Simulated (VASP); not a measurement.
# BaF2 (Fm-3m) in VASP: single point with r2SCANh

Aim: the single point of BaF2 with r2SCANh.

Everything below comes from runs of VASP 6.6.1. Logs are shortened: lines on timing, memory, paths and dates and some standing lists are left out, and cuts for length are marked.

## 1. The cell of the first run

It takes space group Fm-3m (No. 225, cubic). The conventional cell has a = 6.200 Å, b = 6.200 Å, c = 6.200 Å, α = 90.00°, β = 90.00°, γ = 90.00°. Ba (site symmetry m-3m) has 8 F at 2.68 Å within 3.5 Å. Within 3.5 Å of F (site symmetry -43m) lie 4 Ba at 2.68 Å and 6 F at 3.10 Å.

## 2. Single point, r2SCANh

Contents of POSCAR:

```
BaF2
1.0
    0.0000000000      3.1000485598      3.1000485598
    3.1000485598      0.0000000000      3.1000485598
    3.1000485598      3.1000485598      0.0000000000
Ba F
1 2
Direct
    0.0000000000      0.0000000000      0.0000000000
    0.2500000000      0.2500000000      0.2500000000
    0.7500000000      0.7500000000      0.7500000000
```

Contents of INCAR.step1:

```
SYSTEM = BaF2
ALGO = Normal ; EDIFF = 1E-5
ENCUT = 580 ; GGA = PE
GGA_COMPAT = .FALSE. ; ISIF = 2
ISMEAR = 0 ; LASPH = .TRUE.
LCHARG = .FALSE. ; LREAL = .FALSE.
LWAVE = .TRUE. ; NBANDS = 19
NELM = 120 ; PREC = Accurate
SIGMA = 0.05
```

Contents of INCAR.step2:

```
SYSTEM = BaF2
AEXX = 0.1 ; ALGO = Normal
EDIFF = 1E-6 ; ENCUT = 580
GGA_COMPAT = .FALSE. ; ISIF = 2
ISMEAR = 0 ; ISTART = 1
LASPH = .TRUE. ; LCHARG = .FALSE.
LHFCALC = .TRUE. ; LMIXTAU = .TRUE.
LREAL = .FALSE. ; LWAVE = .FALSE.
METAGGA = R2SCAN ; NBANDS = 19
NELM = 120 ; PREC = Accurate
PRECFOCK = Normal ; SIGMA = 0.05
```

Contents of KPOINTS:

```
k-points
0
G
  4 4 4
  0 0 0
```

Potentials or basis: VASP PAW PBE potentials, release 64 (Ba_sv, F).

Started as:

```
$ cat potpaw_PBE.64/Ba_sv/POTCAR potpaw_PBE.64/F/POTCAR > POTCAR
$ cp INCAR.step1 INCAR
$ mpirun -np 1 vasp_std > vasp.out
$ cp INCAR.step2 INCAR
$ mpirun -np 1 vasp_std > vasp.out
```

OUTCAR:

```text
SYSTEM = BaF2
   AEXX = 0.1
   EDIFF = 1E-6
   ENCUT = 580
   ISIF = 2
   ISMEAR = 0
   ISTART = 1
   LASPH = .TRUE.
   LHFCALC = .TRUE.
   LREAL = .FALSE.
   METAGGA = R2SCAN
   NELM = 120
   PREC = Accurate
   PRECFOCK = Normal

 ion  position               nearest neighbor table
   1  0.000  0.000  0.000-   3 2.68   2 2.68   3 2.68   2 2.68   3 2.68   3 2.68   2 2.68   2 2.68

   2  0.250  0.250  0.250-   1 2.68   1 2.68   1 2.68   1 2.68
   3  0.750  0.750  0.750-   1 2.68   1 2.68   1 2.68   1 2.68

  LATTYP: Found a face centered cubic cell.
 ALAT       =     6.2000971196

  Lattice vectors:

 A1 = (   0.0000000000,   3.1000485598,   3.1000485598)
 A2 = (   3.1000485598,   0.0000000000,   3.1000485598)
 A3 = (   3.1000485598,   3.1000485598,   0.0000000000)

Analysis of symmetry for initial positions (statically):
=====================================================================
 Subroutine PRICEL returns:
 Original cell was already a primitive cell.

 Routine SETGRP: Setting up the symmetry group for a
 face centered cubic supercell.

 Subroutine GETGRP returns: Found 48 space group operations
 (whereof 48 operations were pure point group operations)
 out of a pool of 48 trial point group operations.

The static configuration has the point symmetry O_h .

Analysis of symmetry for dynamics (positions and initial velocities):
=====================================================================
 Subroutine PRICEL returns:
 Original cell was already a primitive cell.

 Routine SETGRP: Setting up the symmetry group for a
 face centered cubic supercell.

 Subroutine GETGRP returns: Found 48 space group operations
 (whereof 48 operations were pure point group operations)
 out of a pool of 48 trial point group operations.

The dynamic configuration has the point symmetry O_h .

 Subroutine INISYM returns: Found 48 space group operations
 (whereof 48 operations are pure point group operations),
 and found     1 'primitive' translations

----------------------------------------------------------------------------------------

                                     Primitive cell
[... 77 lines left out ...]
   LREAL  =      F    real-space projection
   EDIFFG = 0.1E-04   stopping-criterion for IOM
   NSW    =      0    number of steps for IOM
   IBRION =     -1    ionic relax: 0-MD 1-quasi-New 2-CG
   NFREE  =      0    steps in history (QN), initial steepest desc. (CG)
   ISIF   =      2    stress and relaxation
   ISYM   =      3    0-nonsym 1-usesym 2-fastsym
   POTIM  = 0.5000    time-step for ionic-motion
   TEBEG  =    0.0;   TEEND  =   0.0 temperature during run
   PSTRESS=    0.0 pullay stress
   NELECT =      24.0000    total number of electrons
   NUPDOWN=      -1.0000    fix difference up-down
   EMIN   =  10.00;   EMAX   =-10.00  energy-range for DOS
   EFERMI =   0.00;   METHOD = LEGACY
   ISMEAR =     0;   SIGMA  =   0.05  broadening in eV -4-tet -1-fermi 0-gaus
   EFERMI_NEDOS =   21; number of points for ismear=-14 and -15
   IALGO  =     38    algorithm
   IMIX   =      1    mixing-type and parameters
     AMIX     =   0.40;   BMIX     =  1.00
     AMIX_MAG =   1.60;   BMIX_MAG =  1.00
  volume/ion in A,a.u.               =      19.86       134.03
  Fermi-wavevector in a.u.,A,eV,Ry     =   1.209020  2.284716 19.888029  1.461729
  Thomas-Fermi vector in A             =   2.344610
   LORBIT       =      0    0 simple, 1 ext, 2 COOP (PROOUT), +10 PAW based schemes
   METAGGA = R2SCAN    functional components
   LHFCALC =     T    Hartree Fock is set to
   PRECFOCK=normal    Normal, Fast or Accurate (Low or Medium for compatibility)
   ENCUT4O =  -1.0   cutoff for four orbital integrals eV
   NKREDX  =     1    reduce k-point grid by
   NKREDY  =     1    reduce k-point grid by
   NKREDZ  =     1    reduce k-point grid by
   AEXX    =    0.1000 exact exchange contribution
   HFSCREEN=    0.0000 screening length (either q_TF or 0.3 A-1)
   HFSCREENC=   0.0000 screening length for correlation (either q_TF or 0.3 A-1)
   ENCUTFOCK=  -1.0 apply spherical cutoff to Coloumb kernel
   IVDW    =     0    specifies the selected vdW correction
   LEPSILON=     F    determine dielectric tensor
   LRPA    =     F    only Hartree local field effects (RPA)
 non-spin polarized calculation
 Gauss-broadening in eV      SIGMA  =   0.05
  energy-cutoff  :      580.00
  volume of cell :       59.58
 maximum number of plane-waves:      1917
 NGX is ok and might be reduce to    36
  NGX = 28; NGY = 28; NGZ = 28

 number of electron      24.0000002 magnetization

 Free energy of the ion-electron system (eV)
  ---------------------------------------------------
  ext. energy  EPLUGINS =         0.00000000
  ---------------------------------------------------
  free energy    TOTEN  =       -43.93116690 eV

  energy without entropy =      -43.93116690  energy(sigma->0) =      -43.93116690

 E-fermi :  -3.0088     XC(G=0):  -8.4257

 val. band max:       -3.3156490509   @ k =  -0.2500   0.2500   0.0000
 cond. band min:       4.9887115951   @ k =   0.0000   0.0000   0.0000
 fundamental gap:      8.3043606460
 Fermi energy:        -3.0088490467

 k-point     1 :       0.0000    0.0000    0.0000
  band No.  band energies     occupation
      1     -27.2667      2.00000
      2     -23.8866      2.00000
      3     -23.7160      2.00000
      4     -11.2060      2.00000
      5     -11.2060      2.00000
      6     -11.2060      2.00000
[... 153 lines left out ...]
      6     -11.3364      2.00000
[... 11 lines left out ...]
     18      13.4573      0.00000
     19      13.5739      0.00000

------------------------ aborting loop because EDIFF is reached ----------------------------------------

  FORCE on cell =-STRESS in cart. coord.  units (eV):
  Direction    XX          YY          ZZ          XY          YZ          ZX
  --------------------------------------------------------------------------------------
  -------------------------------------------------------------------------------------
  Total        0.1935523      0.1935523      0.1935523      0.0000000     -0.0000000      0.0000000
  in kB        5.2044331      5.2044331      5.2044331      0.0000000     -0.0000000      0.0000000
  external PRESSURE =       5.2044331 kB  Pullay stress =       0.0000000 kB

 VOLUME and BASIS-vectors are now :
 -----------------------------------------------------------------------------
  energy-cutoff  :      580.00
  volume of cell :       59.58
      direct lattice vectors                 reciprocal lattice vectors
     0.000000000  3.100048560  3.100048560    -0.161287796  0.161287796  0.161287796
     3.100048560  0.000000000  3.100048560     0.161287796 -0.161287796  0.161287796
     3.100048560  3.100048560  0.000000000     0.161287796  0.161287796 -0.161287796

 POSITION                                       TOTAL-FORCE (eV/Angst)
 -----------------------------------------------------------------------------------
      0.00000      0.00000      0.00000        -0.000000      0.000000      0.000000
      1.55002      1.55002      1.55002        -0.000000     -0.000000     -0.000000
      4.65007      4.65007      4.65007         0.000000      0.000000      0.000000
 -----------------------------------------------------------------------------------
    total drift:                               -0.000001     -0.000001     -0.000001

  FREE ENERGIE OF THE ION-ELECTRON SYSTEM (eV)
  ---------------------------------------------------
  free  energy   TOTEN  =       -43.9311668958 eV

  energy  without entropy=      -43.9311668958  energy(sigma->0) =      -43.93116690
```

OUTCAR.step1:

```text
SYSTEM = BaF2
   EDIFF = 1E-5
   ENCUT = 580
   GGA = PE
   ISIF = 2
   ISMEAR = 0
[... 384 lines left out ...]
      0.00000      0.00000      0.00000        -0.000000     -0.000000     -0.000000
      1.55002      1.55002      1.55002         0.000000      0.000000      0.000000
      4.65007      4.65007      4.65007        -0.000000      0.000000     -0.000000
 -----------------------------------------------------------------------------------
    total drift:                                0.000000      0.000000      0.000000

  FREE ENERGIE OF THE ION-ELECTRON SYSTEM (eV)
  ---------------------------------------------------
  free  energy   TOTEN  =       -17.1114270298 eV

  energy  without entropy=      -17.1114270298  energy(sigma->0) =      -17.11142703
```

OSZICAR.step1:

```text
N       E                     dE             d eps       ncg     rms          rms(c)
DAV:   1     0.160307188055E+03    0.16031E+03   -0.13784E+04   304   0.128E+03
DAV:   2    -0.101930387189E+02   -0.17050E+03   -0.16324E+03   380   0.273E+02
DAV:   3    -0.186950031958E+02   -0.85020E+01   -0.84644E+01   378   0.624E+01
DAV:   4    -0.188744053687E+02   -0.17940E+00   -0.17921E+00   361   0.862E+00
DAV:   5    -0.188779797228E+02   -0.35744E-02   -0.35742E-02   369   0.105E+00    0.857E+00
DAV:   6    -0.170918990166E+02    0.17861E+01   -0.76404E+00   310   0.213E+01    0.424E+00
DAV:   7    -0.170843986940E+02    0.75003E-02   -0.27812E-01   347   0.402E+00    0.220E+00
DAV:   8    -0.171020693927E+02   -0.17671E-01   -0.63579E-02   315   0.270E+00    0.302E-01
DAV:   9    -0.171083694394E+02   -0.63000E-02   -0.10981E-02   337   0.739E-01    0.139E-01
DAV:  10    -0.171114144841E+02   -0.30450E-02   -0.33577E-03   318   0.378E-01    0.378E-02
DAV:  11    -0.171114060011E+02    0.84830E-05   -0.18587E-04   353   0.106E-01    0.207E-02
DAV:  12    -0.171114265724E+02   -0.20571E-04   -0.50507E-05   298   0.486E-02    0.338E-03
DAV:  13    -0.171114270298E+02   -0.45732E-06   -0.68999E-07   280   0.686E-03
   1 F= -.17111427E+02 E0= -.17111427E+02  d E =-.161362E-18
```

Run time: 18 min. Hardware: 1 thread of AMD EPYC 7R13 (Zen 3), shared host; peak memory 0.2 GiB.

What came out:

```yaml
Free_energy: -43.9312 eV
Pressure: 0.5 GPa
Band_gap_on_the_k_mesh: 8.30 eV (least direct gap 8.39 eV)
```

Caveat: the k points lie up to 0.44 Å⁻¹ apart; the PAW data sets were made with another functional, which shifts forces and pressure a little; spin-orbit coupling is left out, which moves the levels of the heavy elements. A k mesh can miss the band edges.
